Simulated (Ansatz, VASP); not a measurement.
**Two plane-wave programs on BaSi12**

The input INCAR:

```
SYSTEM = BaSi12
PREC = Accurate
ENCUT = 520
EDIFF = 1E-7
ISMEAR = 0
SIGMA = 0.1
LREAL = .False.
LASPH = .True.
NELM = 60
ALGO = Normal
ISIF = 2
LWAVE = .False.
LCHARG = .False.
GGA = PE
NBANDS = 41
```

KPOINTS

```
Automatic mesh
0
Gamma
  3 3 6
  0 0 0
```

POSCAR

```
BaSi12
1.0
    8.5463443800      0.0000000000      0.0000000000
   -4.2731721900      7.4013513400      0.0000000000
    0.0000000000      0.0000000000      3.2370064200
Ba Si
1 12
Direct
    0.0000000000      0.0000000000      0.5000000000
    0.8502730400      0.5388260200      0.7830020200
    0.6885529800      0.5388260200      0.2169979800
    0.3114470200      0.8502730400      0.2169979800
    0.6885529800      0.1497269600      0.7830020200
    0.1497269600      0.6885529800      0.7830020200
    0.5388260200      0.6885529800      0.2169979800
    0.4611739800      0.1497269600      0.2169979800
    0.3114470200      0.4611739800      0.7830020200
    0.1497269600      0.4611739800      0.2169979800
    0.5388260200      0.8502730400      0.7830020200
    0.8502730400      0.3114470200      0.2169979800
    0.4611739800      0.3114470200      0.7830020200
```

Input for Ansatz:

```yaml
crystal:
  lattice:
    - [8.54634438, 0.0, 0.0]
    - [-4.27317219, 7.40135134, 0.0]
    - [0.0, 0.0, 3.23700642]
  atoms:
    - { symbol: Ba, position: [0.0, 0.0, 0.5] }
    - { symbol: Si, position: [0.85027304, 0.53882602, 0.78300202] }
    - { symbol: Si, position: [0.68855298, 0.53882602, 0.21699798] }
    - { symbol: Si, position: [0.31144702, 0.85027304, 0.21699798] }
    - { symbol: Si, position: [0.68855298, 0.14972696, 0.78300202] }
    - { symbol: Si, position: [0.14972696, 0.68855298, 0.78300202] }
    - { symbol: Si, position: [0.53882602, 0.68855298, 0.21699798] }
    - { symbol: Si, position: [0.46117398, 0.14972696, 0.21699798] }
    - { symbol: Si, position: [0.31144702, 0.46117398, 0.78300202] }
    - { symbol: Si, position: [0.14972696, 0.46117398, 0.21699798] }
    - { symbol: Si, position: [0.53882602, 0.85027304, 0.78300202] }
    - { symbol: Si, position: [0.85027304, 0.31144702, 0.21699798] }
    - { symbol: Si, position: [0.46117398, 0.31144702, 0.78300202] }
basis:
  ecutwfc: 420
kpoints:
  mp_grid: { grid: [3, 3, 6] }
hamiltonian:
  xc: pbe
scf:
  occupations: { method: gaussian, width: 0.1 }
  lower_state_search: "off"
output:
  forces: true
  stress: true
  eigenvalues: true
```

Alike in both runs: task single point; functional PBE; k mesh 3 × 3 × 6; occupations gaussian, width 0.1 eV; no spin polarisation.

```csv
,VASP,Ansatz
version,VASP 6.6.1,Ansatz 0.2.0
potentials or method,"VASP PAW PBE potentials, release 64 (Ba_sv, Si), cutoff 520 eV","scalar-relativistic, plane waves, PAW"
valence electrons in the cell,58,58
```

```tsv
	VASP	Ansatz	Ansatz less VASP
gap on the k mesh at the Fermi level (eV)	none	none	-
rms of the force components (eV/Å)	3.090	3.113	+0.0230
```

Atom by atom the forces differ by 0.025 eV/Å (rms over components). A gap of «none» marks a metal or a gap that the smearing closes.

Neither program's run includes spin-orbit coupling.
